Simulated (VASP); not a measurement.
# KF (P6_3/mmc) in VASP: further runs

KF is run at these levels: r2SCAN, PBE, PBEsol; tasks: single point, relaxation of cell and atoms.

Program: VASP 6.6.1. These are calculated values, not measurements. Logs are shortened: lines on timing, memory, paths and dates and some standing lists are left out, and cuts for length are marked.

## (1) The cell of the first run

Symmetry: P6_3/mmc, No. 194, hexagonal system. Conventional cell: a = 4.485 Å, b = 4.485 Å, c = 5.271 Å, α = 90.00°, β = 90.00°, γ = 120.00°. K (site symmetry -6m2) has 5 F at 2.59 to 2.64 Å within 3.4 Å. F (site symmetry -6m2) has 5 K at 2.59 to 2.64 Å within 3.4 Å.

## (2) Single point, r2SCAN

File POSCAR:

```
KF
1.0
    4.4850021855      0.0000000000      0.0000000000
   -2.2425010928      3.8841258287      0.0000000000
    0.0000000000      0.0000000000      5.2712956390
K F
2 2
Direct
    0.3333333333      0.6666666667     -0.0625000000
    0.6666666667      0.3333333333      0.4375000000
    0.3333333333      0.6666666667      0.4375000000
    0.6666666667      0.3333333333      0.9375000000
```

File INCAR.step1:

```
SYSTEM = KF
  ALGO = Normal
  EDIFF = 1E-4
  ENCUT = 520
  GGA = PE
  ISMEAR = -1
  LASPH = .TRUE.
  LCHARG = .FALSE.
  LREAL = .FALSE.
  LWAVE = .TRUE.
  NBANDS = 24
  NELM = 100
  PREC = Accurate
  SIGMA = 0.02
```

File INCAR.step2:

```
SYSTEM = KF
  ALGO = Normal
  EDIFF = 1E-6
  ENCUT = 520
  ISIF = 2
  ISMEAR = -1
  ISTART = 1
  LASPH = .TRUE.
  LCHARG = .FALSE.
  LMIXTAU = .TRUE.
  LREAL = .FALSE.
  LWAVE = .FALSE.
  METAGGA = R2SCAN
  NBANDS = 24
  NELM = 100
  PREC = Accurate
  SIGMA = 0.02
```

File KPOINTS:

```
k-points
0
G
  6 6 4
  0 0 0
```

Potentials or basis: VASP PAW PBE potentials, release 64 (K_sv, F).

Launch:

```sh
$ cat potpaw_PBE.64/K_sv/POTCAR potpaw_PBE.64/F/POTCAR > POTCAR
$ cp INCAR.step1 INCAR
$ mpirun -np 1 vasp_std > vasp.out
$ cp INCAR.step2 INCAR
$ mpirun -np 1 vasp_std > vasp.out
```

OUTCAR:

```text
SYSTEM = KF
   EDIFF = 1E-6
   ENCUT = 520
   ISIF = 2
   ISMEAR = -1
   ISTART = 1
   LASPH = .TRUE.
   LREAL = .FALSE.
   METAGGA = R2SCAN
   NELM = 100
   PREC = Accurate

 ion  position               nearest neighbor table
   1  0.333  0.667  0.938-   4 2.59   4 2.59   4 2.59   3 2.64   3 2.64   2 3.69   2 3.69   2 3.69
                             2 3.69   2 3.69   2 3.69
   2  0.667  0.333  0.438-   3 2.59   3 2.59   3 2.59   4 2.64   4 2.64   1 3.69   1 3.69   1 3.69
                             1 3.69   1 3.69   1 3.69
   3  0.333  0.667  0.438-   2 2.59   2 2.59   2 2.59   1 2.64   1 2.64
   4  0.667  0.333  0.938-   1 2.59   1 2.59   1 2.59   2 2.64   2 2.64

  LATTYP: Found a hexagonal cell.
 ALAT       =     4.4850021855
 C/A-ratio  =     1.1753161807

  Lattice vectors:

 A1 = (   4.4850021855,   0.0000000000,   0.0000000000)
 A2 = (  -2.2425010928,   3.8841258287,   0.0000000000)
 A3 = (   0.0000000000,   0.0000000000,   5.2712956390)

Analysis of symmetry for initial positions (statically):
=====================================================================
 Subroutine PRICEL returns:
 Original cell was already a primitive cell.

 Routine SETGRP: Setting up the symmetry group for a
 hexagonal supercell.

 Subroutine GETGRP returns: Found 24 space group operations
 (whereof  6 operations were pure point group operations)
 out of a pool of 24 trial point group operations.

The static configuration has the point symmetry C_3v.
 The point group associated with its full space group is D_6h.

Analysis of symmetry for dynamics (positions and initial velocities):
=====================================================================
 Subroutine PRICEL returns:
 Original cell was already a primitive cell.

 Routine SETGRP: Setting up the symmetry group for a
 hexagonal supercell.

 Subroutine GETGRP returns: Found 24 space group operations
 (whereof  6 operations were pure point group operations)
 out of a pool of 24 trial point group operations.

The dynamic configuration has the point symmetry C_3v.
 The point group associated with its full space group is D_6h.

 Subroutine INISYM returns: Found 24 space group operations
 (whereof  6 operations are pure point group operations),
 and found     1 'primitive' translations

----------------------------------------------------------------------------------------

                                     Primitive cell

  volume of cell :      91.8276

  direct lattice vectors                    reciprocal lattice vectors
     4.485002185  0.000000000  0.000000000     0.222965332  0.128729094  0.000000000
    -2.242501093  3.884125829  0.000000000     0.000000000  0.257458189  0.000000000
     0.000000000  0.000000000  5.271295639     0.000000000  0.000000000  0.189706681

  length of vectors
     4.485002185  4.485002186  5.271295639     0.257458189  0.257458189  0.189706681

  position of ions in fractional coordinates (direct lattice)
     0.333333333  0.666666667  0.937500000
     0.666666667  0.333333333  0.437500000
     0.333333333  0.666666667  0.437500000
     0.666666667  0.333333333  0.937500000

  ion indices of the primitive-cell ions
   primitive index   ion index
                 1           1
                 2           2
                 3           3
                 4           4

----------------------------------------------------------------------------------------

 KPOINTS: k-points

Automatic generation of k-mesh.
 Grid dimensions read from file:
 generate k-points for:    6    6    4

 Generating k-lattice:

  Cartesian coordinates                     Fractional coordinates (reciprocal lattice)
     0.037160889  0.021454849  0.000000000     0.166666667  0.000000000  0.000000000
     0.000000000  0.042909698  0.000000000     0.000000000  0.166666667  0.000000000
     0.000000000  0.000000000  0.047426670     0.000000000  0.000000000  0.250000000

  Length of vectors
     0.042909698  0.042909698  0.047426670

  Shift w.r.t. Gamma in fractional coordinates (k-lattice)
     0.000000000  0.000000000  0.000000000

 Subroutine IBZKPT returns following result:
 ===========================================

 Found     21 irreducible k-points:

 Following reciprocal coordinates:
            Coordinates               Weight
  0.000000  0.000000  0.000000      1.000000
  0.166667 -0.000000  0.000000      6.000000
  0.333333  0.000000  0.000000      6.000000
  0.500000  0.000000  0.000000      3.000000
  0.166667  0.166667  0.000000      6.000000
  0.333333  0.166667  0.000000     12.000000
[... 13 lines left out ...]
  0.333333  0.166667  0.500000     12.000000
  0.333333  0.333333  0.500000      2.000000
   k-points           NKPTS =     21   k-points in BZ     NKDIM =     21   number of bands    NBANDS=     24
   number of dos      NEDOS =    301   number of ions     NIONS =      4
   total plane-waves  NPLWV =  51840
   dimension x,y,z NGX =    36 NGY =   36 NGZ =   40
   dimension x,y,z NGXF=    72 NGYF=   72 NGZF=   80
   ions per type =               2   2
   NGX,Y,Z   is equivalent  to a cutoff of  13.34, 13.34, 12.62 a.u.
   NGXF,Y,Z  is equivalent  to a cutoff of  26.69, 26.69, 25.23 a.u.
 SYSTEM =  KF
   PREC   = accura    normal or accurate (medium, high low for compatibility)
   ISTART =      1    job   : 0-new  1-cont  2-samecut
   ICHARG =      0    charge: 1-file 2-atom 10-const
   ISPIN  =      1    spin polarized calculation?
   LNONCOLLINEAR =      F non collinear calculations
   LSORBIT =      F    spin-orbit coupling
   LASPH  =      T    aspherical Exc in radial PAW
   ENCUT  =  520.0 eV  38.22 Ry    6.18 a.u.   8.34  8.34  9.80*2*pi/ulx,y,z
   NELM   =    100;   NELMIN=  2; NELMDL=  0     # of ELM steps
   EDIFF  = 0.1E-05   stopping-criterion for ELM
   LREAL  =      F    real-space projection
   EDIFFG = 0.1E-04   stopping-criterion for IOM
   NSW    =      0    number of steps for IOM
   IBRION =     -1    ionic relax: 0-MD 1-quasi-New 2-CG
   NFREE  =      0    steps in history (QN), initial steepest desc. (CG)
   ISIF   =      2    stress and relaxation
   ISYM   =      2    0-nonsym 1-usesym 2-fastsym
   POTIM  = 0.5000    time-step for ionic-motion
   TEBEG  =    0.0;   TEEND  =   0.0 temperature during run
   PSTRESS=    0.0 pullay stress
   NELECT =      32.0000    total number of electrons
   NUPDOWN=      -1.0000    fix difference up-down
   EMIN   =  10.00;   EMAX   =-10.00  energy-range for DOS
   EFERMI =   0.00;   METHOD = LEGACY
   ISMEAR =    -1;   SIGMA  =   0.02  broadening in eV -4-tet -1-fermi 0-gaus
   EFERMI_NEDOS =   21; number of points for ismear=-14 and -15
   IALGO  =     38    algorithm
   IMIX   =      4    mixing-type and parameters
     AMIX     =   0.40;   BMIX     =  1.00
     AMIX_MAG =   1.60;   BMIX_MAG =  1.00
  volume/ion in A,a.u.               =      22.96       154.92
  Fermi-wavevector in a.u.,A,eV,Ry     =   1.152039  2.177037 18.057558  1.327193
  Thomas-Fermi vector in A             =   2.288692
   LORBIT       =      0    0 simple, 1 ext, 2 COOP (PROOUT), +10 PAW based schemes
   METAGGA = R2SCAN    functional components
   LHFCALC =     F    Hartree Fock is set to
   AEXX    =    0.0000 exact exchange contribution
   IVDW    =     0    specifies the selected vdW correction
   LEPSILON=     F    determine dielectric tensor
   LRPA    =     F    only Hartree local field effects (RPA)
 non-spin polarized calculation
  energy-cutoff  :      520.00
  volume of cell :       91.83
 maximum number of plane-waves:      2494
 NGX is ok and might be reduce to    36
   NGX = 17   NGY = 17   NGZ = 19

 number of electron      32.0000011 magnetization

 Free energy of the ion-electron system (eV)
  ---------------------------------------------------
  ext. energy  EPLUGINS =         0.00000000
  ---------------------------------------------------
  free energy    TOTEN  =       -29.70091605 eV

  energy without entropy =      -29.70091605  energy(sigma->0) =      -29.70091605

 E-fermi :  -3.3816     XC(G=0):  -7.7871

 val. band max:       -3.8343278565   @ k =   0.0000   0.0000   0.0000
 cond. band min:       2.1197030974   @ k =   0.0000   0.0000   0.0000
 fundamental gap:      5.9540309539
 Fermi energy:        -3.3816331228

 k-point     1 :       0.0000    0.0000    0.0000
  band No.  band energies     occupation
      1     -31.0337      2.00000
      2     -30.9203      2.00000
      3     -23.6629      2.00000
      4     -23.6351      2.00000
      5     -14.0283      2.00000
      6     -13.8164      2.00000
[... 16 lines left out ...]
     23       7.9396      0.00000
     24       9.0296      0.00000

 k-point     2 :       0.1667   -0.0000    0.0000
  band No.  band energies     occupation
      1     -31.0232      2.00000
      2     -30.9231      2.00000
      3     -23.6743      2.00000
      4     -23.6495      2.00000
      5     -13.9961      2.00000
      6     -13.8380      2.00000
[... 16 lines left out ...]
     23       8.0944      0.00000
     24       9.2284      0.00000

 k-point     3 :       0.3333    0.0000    0.0000
  band No.  band energies     occupation
      1     -30.9982      2.00000
      2     -30.9326      2.00000
      3     -23.6960      2.00000
      4     -23.6792      2.00000
      5     -13.9140      2.00000
      6     -13.8775      2.00000
[... 16 lines left out ...]
     23       8.4732      0.00000
     24       8.4789      0.00000
[... 433 lines left out ...]
 k-point    20 :       0.3333    0.1667    0.5000
  band No.  band energies     occupation
      1     -30.9578      2.00000
      2     -30.9578      2.00000
      3     -23.7289      2.00000
      4     -23.7289      2.00000
      5     -13.7930      2.00000
      6     -13.7930      2.00000
[... 16 lines left out ...]
     23       8.5785      0.00000
     24       8.5785      0.00000

 k-point    21 :       0.3333    0.3333    0.5000
  band No.  band energies     occupation
      1     -30.9558      2.00000
      2     -30.9558      2.00000
      3     -23.7353      2.00000
      4     -23.7353      2.00000
      5     -13.8163      2.00000
      6     -13.8163      2.00000
[... 16 lines left out ...]
     23       8.5925      0.00000
     24       8.5925      0.00000

------------------------ aborting loop because EDIFF is reached ----------------------------------------

  FORCE on cell =-STRESS in cart. coord.  units (eV):
  Direction    XX          YY          ZZ          XY          YZ          ZX
  --------------------------------------------------------------------------------------
  -------------------------------------------------------------------------------------
  Total       -0.0055880     -0.0055880      0.0174583      0.0000000      0.0000000      0.0000000
  in kB       -0.0974973     -0.0974973      0.3046062      0.0000000      0.0000000      0.0000000
  external PRESSURE =       0.0365372 kB  Pullay stress =       0.0000000 kB

 VOLUME and BASIS-vectors are now :
 -----------------------------------------------------------------------------
  energy-cutoff  :      520.00
  volume of cell :       91.83
      direct lattice vectors                 reciprocal lattice vectors
     4.485002185  0.000000000  0.000000000     0.222965332  0.128729094  0.000000000
    -2.242501093  3.884125829  0.000000000     0.000000000  0.257458189  0.000000000
     0.000000000  0.000000000  5.271295639     0.000000000  0.000000000  0.189706681

 POSITION                                       TOTAL-FORCE (eV/Angst)
 -----------------------------------------------------------------------------------
     -0.00000      2.58942      4.94184         0.000000      0.000000      0.000000
      2.24250      1.29471      2.30619        -0.000000      0.000000      0.000000
     -0.00000      2.58942      2.30619        -0.000000     -0.000000      0.000000
      2.24250      1.29471      4.94184         0.000000      0.000000     -0.000000
 -----------------------------------------------------------------------------------
    total drift:                               -0.000000      0.000000      0.000000

  FREE ENERGIE OF THE ION-ELECTRON SYSTEM (eV)
  ---------------------------------------------------
  free  energy   TOTEN  =       -29.7009160535 eV

  energy  without entropy=      -29.7009160535  energy(sigma->0) =      -29.70091605
```

Run time: 2.6 min. Hardware: 1 thread of Intel Xeon 8259CL, shared host; peak memory 0.24 GiB.

Results:

| Quantity | Value |
| --- | --- |
| Free energy | -29.7009 eV |
| Pressure | 0.0 GPa |
| Band gap on the k mesh | 5.95 eV |

Caveat: the structure was generated, so it needn't be the stable form of KF; the PAW data sets were made with another functional, which shifts forces and pressure a little.

## (3) Single point, r2SCAN

POSCAR is that of step 2.

File INCAR.step1:

```
PREC = Accurate ; ENCUT = 520
ISMEAR = 0 ; SIGMA = 0.01
LREAL = F ; LASPH = T
NELM = 100 ; NBANDS = 24
GGA = PE ; ALGO = Normal
EDIFF = 1E-4 ; LWAVE = T
LCHARG = F
```

File INCAR.step2:

```
PREC = Accurate ; ENCUT = 520
EDIFF = 1E-6 ; ISMEAR = 0
SIGMA = 0.01 ; LREAL = F
LASPH = T ; NELM = 100
ALGO = Normal ; ISIF = 2
LWAVE = F ; LCHARG = T
METAGGA = R2SCAN ; LMIXTAU = T
LELF = T ; LVHAR = T
NBANDS = 24 ; ISTART = 1
```

File KPOINTS:

```
regular mesh
0
Gamma
  6 6 6
```

Potentials or basis: VASP PAW PBE potentials, release 64 (K_sv, F).

Launch:

```sh
$ cat potpaw_PBE.64/K_sv/POTCAR potpaw_PBE.64/F/POTCAR > POTCAR
$ cp INCAR.step1 INCAR
$ mpirun -np 1 vasp_std > vasp.out
$ cp INCAR.step2 INCAR
$ mpirun -np 1 vasp_std > vasp.out
```

Wall time 3.2 min (1 thread of Intel Xeon 8259CL, shared host); peak memory 0.26 GiB.

It converged, with:

| Item | Value |
| --- | --- |
| Free energy | -29.7009 eV |
| Pressure | 0.0 GPa |
| Band gap on the k mesh | 5.95 eV |

Levels at points of the mesh, in eV from the valence-band top:
```tsv
k point	band 12	band 13	band 14	band 15	band 16	band 17	band 18	band 19	band 20	band 21
(0.00, 0.00, 0.00)	-0.30	-0.30	-0.30	-0.15	0.00	5.95	10.73	11.27	11.27	11.67
(0.50, 0.00, 0.00)	-0.33	-0.18	-0.12	-0.11	-0.08	7.78	9.45	9.99	10.32	11.89
(0.00, 0.00, 0.50)	-0.47	-0.33	-0.33	-0.33	-0.33	7.58	7.58	11.73	11.73	11.73
(0.50, 0.00, 0.50)	-0.61	-0.30	-0.30	-0.17	-0.17	8.52	8.52	11.56	11.56	11.81
```

Caveat: the structure was generated, so it needn't be the stable form of KF; the PAW data sets were made with another functional, which shifts forces and pressure a little.

## (4) Single point, PBE

This run uses another cell than the first one, of 24.05 Å³/atom.

File INCAR:

```
SYSTEM = KF
ALGO = Normal
EDIFF = 1E-6
ENCUT = 520
GGA = PE
ISIF = 2
ISMEAR = -1
LASPH = .True.
LCHARG = .False.
LREAL = .False.
LWAVE = .False.
NBANDS = 24
NELM = 60
PREC = Accurate
SIGMA = 0.02
```

File KPOINTS:

```
k-points
0
Gamma
  12 12 4
  0 0 0
```

File POSCAR:

```
KF
1.0
    4.5466990465      0.0000000000      0.0000000000
   -2.2733495233      3.9375568777      0.0000000000
    0.0000000000      0.0000000000      5.3744178451
K F
2 2
Direct
    0.3333333333      0.6666666667     -0.0624993172
    0.6666666667      0.3333333333      0.4375006828
    0.3333333333      0.6666666667      0.4374993172
    0.6666666667      0.3333333333      0.9374993172
```

Launch:

```sh
$ cat potpaw_PBE.64/K_sv/POTCAR potpaw_PBE.64/F/POTCAR > POTCAR
$ mpirun -np 1 vasp_std > vasp.out
```

Wall time 79 s (1 thread of Intel Xeon 8259CL, shared host); peak memory 0.28 GiB.

Results (log left out):

| Property | Result |
| --- | --- |
| Free energy | -16.4566 eV |
| Pressure | 0.0 GPa |
| Band gap on the k mesh | 5.23 eV |

Levels at points of the mesh, in eV from the valence-band top:
| k point | band 13 | band 14 | band 15 | band 16 | band 17 | band 18 | band 19 | band 20 |
| --- | --- | --- | --- | --- | --- | --- | --- | --- |
| (0.00, 0.00, 0.00) | -0.27 | -0.27 | -0.18 | 0.00 | 5.23 | 9.65 | 10.38 | 10.38 |
| (0.50, 0.00, 0.00) | -0.18 | -0.14 | -0.10 | -0.09 | 7.21 | 8.77 | 8.81 | 9.50 |
| (0.00, 0.00, 0.50) | -0.30 | -0.30 | -0.30 | -0.30 | 6.81 | 6.81 | 10.75 | 10.75 |
| (0.50, 0.00, 0.50) | -0.27 | -0.27 | -0.16 | -0.16 | 7.90 | 7.90 | 10.36 | 10.36 |

Caveat: the structure was generated, so it needn't be the stable form of KF.

## (5) Relaxation of cell and atoms, PBEsol

This run uses another cell than the first one, of 24.05 Å³/atom.

File INCAR:

```
SYSTEM = KF
PREC = Accurate
ENCUT = 600
EDIFF = 1E-7
ISMEAR = -1
SIGMA = 0.02
LREAL = .False.
LASPH = .True.
NELM = 100
ALGO = Normal
ISIF = 3
LWAVE = .False.
LCHARG = .False.
GGA = PS
IBRION = 2
NSW = 80
EDIFFG = -0.005
```

File KPOINTS:

```
Automatic mesh
0
Gamma
  6 6 4
  0 0 0
```

POSCAR is that of step 4.

Launch:

```sh
$ cat potpaw_PBE.64/K_sv/POTCAR potpaw_PBE.64/F/POTCAR > POTCAR
$ mpirun -np 1 vasp_std > vasp.out
```

Wall time 2.6 min (1 thread of Intel Xeon 8259CL, shared host); peak memory 0.27 GiB.

It converged, with:

| Property | Result |
| --- | --- |
| Free energy | -16.8808 eV |
| Relaxed volume | 22.73 Å³/atom |
| Relaxed cell | a = 4.468 Å, b = 4.468 Å, c = 5.260 Å, α = 90.00°, β = 90.00°, γ = 120.00° |
| Space group after relaxing (to 0.1 Å) | P6_3/mmc (No. 194) |
| Energy gained by relaxing | 5.8 meV/atom |
| Ionic steps | 5 |
| Pressure after relaxing | 0.0 GPa |
| Band gap on the k mesh | 5.44 eV |

The path:
| step | energy change (eV) | largest force (eV/Å) | pressure (GPa) | volume (Å³) |
| --- | --- | --- | --- | --- |
| 1 | 0.0000 | 0.0000 | -1.31 | 96.22 |
| 2 | -0.0173 | 0.0000 | -0.70 | 93.51 |
| 3 | -0.0231 | 0.0000 | -0.04 | 91.07 |
| 4 | -0.0231 | 0.0000 | 0.00 | 90.93 |
| 5 | -0.0231 | 0.0000 | 0.00 | 90.92 |

Final structure:
```
K F
1.0
     4.46757    0.00000    0.00000
    -2.23378    3.86903    0.00000
     0.00000    0.00000    5.26012
K F
2 2
Direct
  0.33333 0.66667 0.93750
  0.66667 0.33333 0.43750
  0.33333 0.66667 0.43750
  0.66667 0.33333 0.93750
```

Levels at points of the mesh, in eV from the valence-band top:
| k point | band 12 | band 13 | band 14 | band 15 | band 16 | band 17 | band 18 | band 19 | band 20 |
| --- | --- | --- | --- | --- | --- | --- | --- | --- | --- |
| (0.00, 0.00, 0.00) | -0.32 | -0.31 | -0.31 | -0.15 | 0.00 | 5.44 | 9.98 | 10.47 | 10.47 |
| (0.50, 0.00, 0.00) | -0.36 | -0.19 | -0.13 | -0.11 | -0.09 | 7.45 | 8.89 | 9.14 | 9.56 |
| (0.00, 0.00, 0.50) | -0.51 | -0.35 | -0.35 | -0.35 | -0.35 | 7.09 | 7.09 | 10.97 | 10.97 |
| (0.50, 0.00, 0.50) | -0.65 | -0.32 | -0.32 | -0.18 | -0.18 | 8.13 | 8.13 | 10.75 | 10.75 |

Caveat: the structure was generated, so it needn't be the stable form of KF; the PAW data sets were made with another functional, which shifts forces and pressure a little. A k mesh can miss the band edges.

## (6) The runs side by side

```csv
task,level,cell,k mesh,cutoff (eV),smearing,gap on the mesh (eV),pressure (GPa)
single point,r2SCAN,"a = 4.485, b = 4.485, c = 5.271 Å, angles 90.0, 90.0, 120.0°, 4 atoms",6 × 6 × 4,520,fermi-dirac 0.02 eV,5.95,0.0
single point,r2SCAN,"a = 4.485, b = 4.485, c = 5.271 Å, angles 90.0, 90.0, 120.0°, 4 atoms",6 × 6 × 6,520,gaussian 0.01 eV,5.95,0.0
single point,PBE,"a = 4.547, b = 4.547, c = 5.374 Å, angles 90.0, 90.0, 120.0°, 4 atoms",12 × 12 × 4,520,fermi-dirac 0.02 eV,5.23,0.0
relaxation of cell and atoms,PBEsol,"relaxed from a = 4.547, b = 4.547, c = 5.374 Å, angles 90.0, 90.0, 120.0°, 4 atoms",6 × 6 × 4,600,fermi-dirac 0.02 eV,5.44,0.0
```

Alike in all rows: potentials or basis VASP PAW PBE potentials, release 64 (K_sv, F); no spin polarisation.

Caveats: the structure was generated, so it needn't be the stable form of KF; the PAW data sets were made with another functional, which shifts forces and pressure a little (at least some runs).

Total energies depend on the potentials used, so only differences within one code and one set of settings carry meaning.
